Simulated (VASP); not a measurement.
# BaH2 (P6_3/mmc) in VASP: further runs

The runs below take BaH2 through electric field gradients, vibrations by perturbation theory, with LDA.

All numbers are computed with VASP 6.6.1; they aren't measurements. Logs are shortened: lines on timing, memory, paths and dates and some standing lists are left out, and cuts for length are marked.

## (1) The cell of the first run

It takes space group P6_3/mmc (No. 194, hexagonal). Conventional cell: a = 4.348 Å, b = 4.348 Å, c = 5.680 Å, α = 90.00°, β = 90.00°, γ = 120.00°. Ba (site symmetry -6m2) has 11 H at 2.51 to 2.88 Å within 3.3 Å. H (site symmetry -6m2) has 5 Ba at 2.51 to 2.84 Å and 6 H at 2.88 Å within 3.3 Å. H (site symmetry -3m) has 8 H at 2.84 to 2.88 Å and 6 Ba at 2.88 Å within 3.7 Å.

## (2) Electric field gradients, LDA

File INCAR:

```
SYSTEM = BaH2
ALGO     = Normal         ! electronic algorithm
EDIFF    = 1E-8           ! SCF threshold, eV
ENCUT    = 520            ! plane-wave cutoff, eV
GGA      = CA             ! functional
ISIF     = 2              ! what is computed and relaxed
ISMEAR   = 0              ! smearing method
LASPH    = .True.         ! aspherical terms in the spheres
LCHARG   = .False.        ! write CHGCAR
LEFG     = .True.       
LREAL    = .False.        ! projectors in reciprocal space
LWAVE    = .False.        ! write WAVECAR
NBANDS   = 21             ! bands
NELM     = 80             ! most SCF steps
PREC     = Accurate       ! precision mode
SIGMA    = 0.01           ! smearing width, eV
```

File KPOINTS:

```
k-points
0
Gamma
  6 6 6
  0 0 0
```

File POSCAR:

```
BaH2
1.0
    4.3475423709      0.0000000000      0.0000000000
   -2.1737711854      3.7650821372      0.0000000000
    0.0000000000      0.0000000000      5.6801294847
Ba H
2 4
Direct
    0.6666666667      0.3333333333      0.7500000000
    0.3333333333      0.6666666667      0.2500000000
    0.3333333333      0.6666666667      0.7500000000
    0.6666666667      0.3333333333      0.2500000000
    0.0000000000      0.0000000000      0.5000000000
    0.0000000000      0.0000000000      0.0000000000
```

Potentials or basis: VASP PAW LDA potentials, release 64 (Ba_sv, H).

On the command line:

```
> cat potpaw_LDA.64/Ba_sv/POTCAR potpaw_LDA.64/H/POTCAR > POTCAR
> mpirun -np 1 vasp_std > vasp.out
```

OUTCAR:

```text
SYSTEM = BaH2
   EDIFF = 1E-8
   ENCUT = 520
   GGA = CA
   ISIF = 2
   ISMEAR = 0
   LASPH = .True.
   LREAL = .False.
   NELM = 80
   PREC = Accurate

 ion  position               nearest neighbor table
   1  0.667  0.333  0.750-   3 2.51   3 2.51   3 2.51   2 3.79   2 3.79   2 3.79   2 3.79   2 3.79
                             2 3.79
   2  0.333  0.667  0.250-   4 2.51   4 2.51   4 2.51   1 3.79   1 3.79   1 3.79   1 3.79   1 3.79
                             1 3.79
   3  0.333  0.667  0.750-   1 2.51   1 2.51   1 2.51
   4  0.667  0.333  0.250-   2 2.51   2 2.51   2 2.51
   5  0.000  0.000  0.500-
   6  0.000  0.000  0.000-

  LATTYP: Found a hexagonal cell.
 ALAT       =     4.3475423709
 C/A-ratio  =     1.3065150377

  Lattice vectors:

 A1 = (   4.3475423709,   0.0000000000,   0.0000000000)
 A2 = (  -2.1737711854,   3.7650821372,   0.0000000000)
 A3 = (   0.0000000000,   0.0000000000,   5.6801294847)

Analysis of symmetry for initial positions (statically):
=====================================================================
 Subroutine PRICEL returns:
 Original cell was already a primitive cell.

 Routine SETGRP: Setting up the symmetry group for a
 hexagonal supercell.

 Subroutine GETGRP returns: Found 24 space group operations
 (whereof 12 operations were pure point group operations)
 out of a pool of 24 trial point group operations.

The static configuration has the point symmetry D_3d.
 The point group associated with its full space group is D_6h.

Analysis of symmetry for dynamics (positions and initial velocities):
=====================================================================
 Subroutine PRICEL returns:
 Original cell was already a primitive cell.

 Routine SETGRP: Setting up the symmetry group for a
 hexagonal supercell.

 Subroutine GETGRP returns: Found 24 space group operations
 (whereof 12 operations were pure point group operations)
 out of a pool of 24 trial point group operations.

The dynamic configuration has the point symmetry D_3d.
 The point group associated with its full space group is D_6h.

 Subroutine INISYM returns: Found 24 space group operations
 (whereof 12 operations are pure point group operations),
 and found     1 'primitive' translations
[... 157 lines left out ...]

 k-point     1 :       0.0000    0.0000    0.0000
  band No.  band energies     occupation
      1     -25.4698      2.00000
      2     -25.1597      2.00000
      3     -11.5715      2.00000
      4     -10.5175      2.00000
      5     -10.5175      2.00000
      6     -10.1224      2.00000
[... 565 lines left out ...]
     20       7.7496      0.00000
     21       9.1154      0.00000

 [... further k-points ...]

------------------------ aborting loop because EDIFF is reached ----------------------------------------

  FORCE on cell =-STRESS in cart. coord.  units (eV):
  Direction    XX          YY          ZZ          XY          YZ          ZX
  --------------------------------------------------------------------------------------
  -------------------------------------------------------------------------------------
  Total        0.5485750      0.5485750      0.5389132      0.0000000      0.0000000     -0.0000000
  in kB        9.4530095      9.4530095      9.2865173      0.0000000      0.0000000     -0.0000000
  external PRESSURE =       9.3975121 kB  Pullay stress =       0.0000000 kB

 VOLUME and BASIS-vectors are now :
 -----------------------------------------------------------------------------
  energy-cutoff  :      520.00
  volume of cell :       92.98
      direct lattice vectors                 reciprocal lattice vectors
     4.347542371  0.000000000  0.000000000     0.230015010  0.132799228  0.000000000
    -2.173771185  3.765082137  0.000000000     0.000000000  0.265598455  0.000000000
     0.000000000  0.000000000  5.680129485     0.000000000  0.000000000  0.176052325

 POSITION                                       TOTAL-FORCE (eV/Angst)
 -----------------------------------------------------------------------------------
      2.17377      1.25503      4.26010         0.000000      0.000000      0.000000
     -0.00000      2.51005      1.42003        -0.000000     -0.000000      0.000000
     -0.00000      2.51005      4.26010        -0.000000      0.000000      0.000000
      2.17377      1.25503      1.42003        -0.000000      0.000000      0.000000
      0.00000      0.00000      2.84006        -0.000000      0.000000      0.000000
      0.00000      0.00000      0.00000        -0.000000      0.000000      0.000000
 -----------------------------------------------------------------------------------
    total drift:                                0.000000     -0.000000      0.000000

  FREE ENERGIE OF THE ION-ELECTRON SYSTEM (eV)
  ---------------------------------------------------
  free  energy   TOTEN  =       -21.6468957564 eV

  energy  without entropy=      -21.6468957564  energy(sigma->0) =      -21.64689576

 Electric field gradients (V/A^2)
---------------------------------------------------------------------
 ion       V_xx      V_yy      V_zz      V_xy      V_xz      V_yz
---------------------------------------------------------------------
   1     -79.223   -79.223   158.446    -0.000    -0.000     0.000
   2     -79.223   -79.223   158.446    -0.000     0.000    -0.000
   3       0.560     0.560    -1.120     0.000    -0.000     0.000
   4       0.560     0.560    -1.120     0.000     0.000    -0.000
   5       0.308     0.310    -0.618     0.002    -0.000     0.000
   6       0.308     0.310    -0.618     0.002     0.000    -0.000
---------------------------------------------------------------------

 Electric field gradients after diagonalization (V/A^2)
 (convention: |V_zz| > |V_xx| > |V_yy|)
----------------------------------------------------------------------
 ion       V_xx      V_yy      V_zz     asymmetry (V_yy - V_xx)/ V_zz
----------------------------------------------------------------------
   1     -79.223   -79.223   158.446       0.000
   2     -79.223   -79.223   158.446       0.000
   3       0.560     0.560    -1.120       0.000
   4       0.560     0.560    -1.120       0.000
   5       0.311     0.307    -0.618       0.006
   6       0.311     0.307    -0.618       0.006
----------------------------------------------------------------------

           NMR quadrupolar parameters

 Cq : quadrupolar parameter    Cq=e*Q*V_zz/h
 eta: asymmetry parameters     (V_yy - V_xx)/ V_zz
 Q  : nuclear electric quadrupole moment in mb (millibarn)
----------------------------------------------------------------------
 ion       Cq(MHz)       eta       Q (mb)
----------------------------------------------------------------------
   1       0.383       0.000       1.000
   2       0.383       0.000       1.000
   3      -0.003       0.000       1.000
   4      -0.003       0.000       1.000
   5      -0.001       0.006       1.000
   6      -0.001       0.006       1.000
----------------------------------------------------------------------
```

stdout:

```text
POSCAR found type information on POSCAR BaH
 POSCAR found :  2 types and       6 ions
 scaLAPACK will be used
 LDA part: xc-table for (Slater(with rela. corr.)+CA(PZ))
 , standard interpolation
 POSCAR, INCAR and KPOINTS ok, starting setup
 FFT: planning ... GRIDC
 FFT: planning ... GRID_SOFT
 FFT: planning ... GRID
 WAVECAR not read
 entering main loop
ion   1

ion   2

ion   3

ion   4

ion   5

ion   6
```

It took 35 s on 1 thread of Intel Xeon Platinum 8259CL at 2.50GHz (Skylake/Cascade Lake), shared host; peak memory 0.19 GiB.

What came out:

| Property | Result |
| --- | --- |
| Free energy | -21.6469 eV |
| Pressure | 0.9 GPa |
| Band gap on the k mesh | 1.49 eV (least direct gap 2.29 eV) |
| Largest electric field gradient by atom | Ba +158.4; H -1.1, -0.6 (each value once) V/Å² |

Levels at points of the mesh, in eV from the valence-band top:
| k point | band 8 | band 9 | band 10 | band 11 | band 12 | band 13 | band 14 | band 15 | band 16 | band 17 |
| --- | --- | --- | --- | --- | --- | --- | --- | --- | --- | --- |
| (0.00, 0.00, 0.00) | -11.42 | -4.57 | -3.32 | -0.20 | -0.03 | 2.59 | 2.59 | 3.64 | 3.64 | 3.86 |
| (0.50, 0.00, 0.00) | -11.56 | -2.94 | -2.32 | -1.64 | -1.55 | 2.33 | 4.01 | 4.36 | 5.59 | 6.00 |
| (0.00, 0.00, 0.50) | -11.77 | -3.29 | -3.29 | -0.42 | -0.42 | 2.35 | 2.35 | 2.35 | 2.35 | 4.21 |
| (0.50, 0.00, 0.50) | -11.65 | -2.51 | -2.51 | -1.16 | -1.16 | 2.42 | 2.42 | 3.95 | 3.95 | 6.46 |

Electric field gradients, principal values (V/Å²):
```csv
atom,least,middle,greatest (by size)
1 Ba,-79.223,-79.223,158.446
2 Ba,-79.223,-79.223,158.446
3 H,0.560,0.560,-1.120
4 H,0.560,0.560,-1.120
5 H,0.307,0.311,-0.618
6 H,0.307,0.311,-0.618
```

Caveat: without QUAD_EFG the Cq values of the log hold for a quadrupole moment of 1 mb, not for the nuclei; spin-orbit coupling is left out, which moves the levels of the heavy elements.

## (3) Vibrations by perturbation theory, LDA

File INCAR:

```
ALGO = Normal ; EDIFF = 1E-8
ENCUT = 520 ; IBRION = 8
ISIF = 2 ; ISMEAR = 0
LASPH = T ; LCHARG = T
LEPSILON = T ; LREAL = F
LWAVE = F ; NELM = 80
NSW = 1 ; PREC = Accurate
SIGMA = 0.01
```

File KPOINTS:

```
k-points
0
Gamma
  6 6 6
```

POSCAR is that of step 2.

Potentials or basis: VASP PAW LDA potentials, release 64 (Ba_sv, H).

On the command line:

```
> cat potpaw_LDA.64/Ba_sv/POTCAR potpaw_LDA.64/H/POTCAR > POTCAR
> mpirun -np 1 vasp_std > vasp.out
```

OUTCAR:

```text
EDIFF = 1E-8
   ENCUT = 520
   IBRION = 8
   ISIF = 2
   ISMEAR = 0
   LASPH = T
   LEPSILON = T
   LREAL = F
   NELM = 80
   NSW = 1
   PREC = Accurate

 ion  position               nearest neighbor table
   1  0.667  0.333  0.750-   3 2.51   3 2.51   3 2.51   2 3.79   2 3.79   2 3.79   2 3.79   2 3.79
                             2 3.79
   2  0.333  0.667  0.250-   4 2.51   4 2.51   4 2.51   1 3.79   1 3.79   1 3.79   1 3.79   1 3.79
                             1 3.79
   3  0.333  0.667  0.750-   1 2.51   1 2.51   1 2.51
   4  0.667  0.333  0.250-   2 2.51   2 2.51   2 2.51
   5  0.000  0.000  0.500-
   6  0.000  0.000  0.000-

  LATTYP: Found a hexagonal cell.
 ALAT       =     4.3475423709
 C/A-ratio  =     1.3065150377

  Lattice vectors:

 A1 = (   4.3475423709,   0.0000000000,   0.0000000000)
 A2 = (  -2.1737711854,   3.7650821372,   0.0000000000)
 A3 = (   0.0000000000,   0.0000000000,   5.6801294847)

Analysis of symmetry for initial positions (statically):
=====================================================================
 Subroutine PRICEL returns:
[... 801 lines left out ...]
  3Z     0.000000    0.000000    0.347182    0.000000    0.000000    0.049620   -0.000000    0.000000   -0.648751   -0.000000   -0.000000    0.164734   -0.000000   -0.000000    0.043608   -0.000000    0.000000    0.043608
  4X     0.198479    0.000000    0.000000    2.762730    0.000000    0.000000    0.063556    0.000000    0.000000   -3.606718   -0.000000    0.000000    0.290977    0.000000    0.000000    0.290977    0.000000    0.000000
  4Y     0.000000    0.198479    0.000000    0.000000    2.762730    0.000000    0.000000    0.063556    0.000000   -0.000000   -3.606718    0.000000    0.000000    0.290977    0.000000    0.000000    0.290977    0.000000
  4Z     0.000000    0.000000    0.049620    0.000000    0.000000    0.347182   -0.000000   -0.000000    0.164734   -0.000000    0.000000   -0.648751   -0.000000   -0.000000    0.043608   -0.000000    0.000000    0.043608
  5X     0.258649    0.000000    0.000000    0.258649    0.000000    0.000000    0.289541    0.000000    0.000000    0.289541    0.000000    0.000000   -1.066136   -0.000000    0.000000   -0.030243   -0.000000    0.000000
  5Y     0.000000    0.258649    0.000000    0.000000    0.258649    0.000000    0.000000    0.289541    0.000000    0.000000    0.289541    0.000000   -0.000000   -1.066136    0.000000   -0.000000   -0.030243    0.000000
  5Z    -0.000000    0.000000    0.632909    0.000000    0.000000    0.632909   -0.000000   -0.000000    0.042535   -0.000000    0.000000    0.042535    0.000000    0.000000   -1.747460    0.000000    0.000000    0.396572
  6X     0.258649    0.000000    0.000000    0.258649    0.000000    0.000000    0.289541    0.000000    0.000000    0.289541    0.000000    0.000000   -0.030243   -0.000000    0.000000   -1.066136   -0.000000    0.000000
  6Y     0.000000    0.258649    0.000000    0.000000    0.258649    0.000000    0.000000    0.289541    0.000000    0.000000    0.289541    0.000000   -0.000000   -0.030243    0.000000   -0.000000   -1.066136    0.000000
  6Z     0.000000   -0.000000    0.632909   -0.000000   -0.000000    0.632909    0.000000    0.000000    0.042535    0.000000    0.000000    0.042535    0.000000   -0.000000    0.396572    0.000000   -0.000000   -1.747460

 Eigenvectors and eigenvalues of the dynamical matrix
 ----------------------------------------------------

   1 f  =   30.027309 THz   188.667146 2PiTHz 1001.603210 cm-1   124.182915 meV
             X         Y         Z           dx          dy          dz
      2.173771  1.255027  4.260097     0.039448    0.022870    0.000000
     -0.000000  2.510055  1.420032     0.039448    0.022870   -0.000000
     -0.000000  2.510055  4.260097    -0.595857   -0.345447    0.000000
      2.173771  1.255027  1.420032    -0.595857   -0.345447   -0.000000
      0.000000  0.000000  2.840065     0.132738    0.076954    0.000000
      0.000000  0.000000  0.000000     0.132738    0.076954   -0.000000
[... 145 lines left out ...]
  18 f/i=    0.003570 THz     0.022429 2PiTHz    0.119072 cm-1     0.014763 meV
             X         Y         Z           dx          dy          dz
      2.173771  1.255027  4.260097    -0.667070    0.218730   -0.000000
     -0.000000  2.510055  1.420032    -0.667070    0.218730   -0.000000
     -0.000000  2.510055  4.260097    -0.056854    0.018642   -0.000000
      2.173771  1.255027  1.420032    -0.056854    0.018642   -0.000000
      0.000000  0.000000  2.840065    -0.056973    0.018681   -0.000000
      0.000000  0.000000  0.000000    -0.056973    0.018681   -0.000000

--------------------------------------------------------------------------------------------------------

 MACROSCOPIC STATIC DIELECTRIC TENSOR IONIC CONTRIBUTION
 ------------------------------------------------------
          10.341897     0.000000    -0.000000
           0.000000    10.341897    -0.000000
          -0.000000    -0.000000    14.930830
 ------------------------------------------------------

 ELASTIC MODULI CONTR FROM IONIC RELAXATION (kBar)
 Direction    XX          YY          ZZ          XY          YZ          ZX
 --------------------------------------------------------------------------------
 XX        -203.1879    203.1879      0.0000     -0.0000     -0.0000     -0.0000
 YY         203.1879   -203.1879     -0.0000     -0.0000      0.0000      0.0000
 ZZ           0.0000     -0.0000     -0.0000      0.0000      0.0000      0.0000
 XY          -0.0000     -0.0000      0.0000   -203.1879      0.0000      0.0000
 YZ          -0.0000      0.0000      0.0000      0.0000     -0.0000     -0.0000
 ZX          -0.0000      0.0000      0.0000      0.0000     -0.0000     -0.0000
 --------------------------------------------------------------------------------

 PIEZOELECTRIC TENSOR IONIC CONTR  for field in x, y, z        (C/m^2)
          XX          YY          ZZ          XY          YZ          ZX
  --------------------------------------------------------------------------------
  x    -0.00000     0.00000     0.00000     0.00000    -0.00000    -0.00000
  y     0.00000    -0.00000    -0.00000    -0.00000     0.00000     0.00000
  z    -0.00000     0.00000     0.00000     0.00000     0.00000     0.00000
```

Wall time 14 min (1 thread of Intel Xeon Platinum 8259CL at 2.50GHz (Skylake/Cascade Lake), shared host); peak memory 0.49 GiB.

Results:

- Electronic dielectric tensor (diagonal): 6.36, 6.36, 5.37
- Born charges (mean of the diagonal): Ba +2.33; H -1.15, -1.17 (each value once) e
- Highest phonon frequency at Γ: 1002 cm⁻¹

Phonon frequencies in cm⁻¹ (negative: imaginary):
| q point | frequencies |
| --- | --- |
| (0.000, 0.000, 0.000) | 0 0 0 83 83 117 361 471 515 515 531 531 610 764 1001 1001 1002 1002 |

Electronic dielectric tensor:
```
6.36 0.00 0.00
0.00 6.36 0.00
0.00 0.00 5.37
```

Born effective charge tensors (e):
atom 1, Ba
```
2.46 0.00 0.00
0.00 2.46 0.00
0.00 0.00 2.06
```
atom 2, Ba
```
2.46 0.00 0.00
0.00 2.46 0.00
0.00 0.00 2.06
```
atom 3, H
```
-1.13  0.00  0.00
 0.00 -1.13  0.00
 0.00  0.00 -1.20
```
atom 4, H
```
-1.13  0.00  0.00
 0.00 -1.13  0.00
 0.00  0.00 -1.20
```
atom 5, H
```
-1.33  0.00  0.00
 0.00 -1.33  0.00
 0.00  0.00 -0.86
```
atom 6, H
```
-1.33  0.00  0.00
 0.00 -1.33  0.00
 0.00  0.00 -0.86
```

Caveat: spin-orbit coupling is left out, which moves the levels of the heavy elements.
